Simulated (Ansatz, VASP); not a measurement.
# HBr in VASP and in Ansatz

INCAR

```
SYSTEM = HBr
PREC = Accurate ; ENCUT = 400
EDIFF = 1E-6 ; ISMEAR = 0
SIGMA = 0.005 ; LREAL = .FALSE.
LASPH = .TRUE. ; NELM = 120
ALGO = Normal ; ISIF = 2
LWAVE = .FALSE. ; LCHARG = .FALSE.
GGA = PS ; NBANDS = 11
GGA_COMPAT = .FALSE. ; NELMDL = -8
```

KPOINTS

```
regular mesh
0
G
  1 1 1
  0 0 0
```

File POSCAR:

```
HBr
1.0
   11.7015812861      0.0000000000      0.0000000000
    0.0000000000     12.2015812861      0.0000000000
    0.0000000000      0.0000000000     12.7015812861
Br H
1 1
Direct
    0.5332239300      0.5206789100      0.4517164100
    0.4770437700      0.4930923800      0.5482870400
```

Input for Ansatz:

```yaml
crystal:
  lattice:
    - [11.7015812861, 0.0, 0.0]
    - [0.0, 12.2015812861, 0.0]
    - [0.0, 0.0, 12.7015812861]
  atoms:
    - { symbol: Br, position: [0.53322393, 0.52067891, 0.45171641] }
    - { symbol: H, position: [0.47704377, 0.49309238, 0.54828704] }
hamiltonian:
  xc: pbesol
kpoints:
  mp_grid: { grid: [1, 1, 1] }
scf:
  occupations: { method: gaussian, width: 0.005 }
  max_iter: 140
  lower_state_search: "off"
output:
  forces: true
```

Alike in both runs: task single point; functional PBEsol; k mesh 1 × 1 × 1; occupations gaussian, width 0.005 eV; no spin polarisation.

|  | VASP | Ansatz |
| --- | --- | --- |
| version | VASP 6.6.1 | Ansatz 0.2.0 |
| potentials or method | VASP PAW PBE potentials, release 64 (Br, H) | scalar-relativistic, plane waves, PAW |
| plane-wave cutoff (eV) | 400 | 420 |
| valence electrons in the cell | 8 | 8 |

|  | VASP | Ansatz | Ansatz less VASP |
| --- | --- | --- | --- |
| rms of the force components (eV/Å) | 0.008 | 0.016 | +0.0082 |

VASP's potentials were made for PBE, not for PBEsol. Atom by atom the forces differ by 0.025 eV/Å (rms over components). With one functional, cell and mesh, what is left measures potentials, basis and numerics.
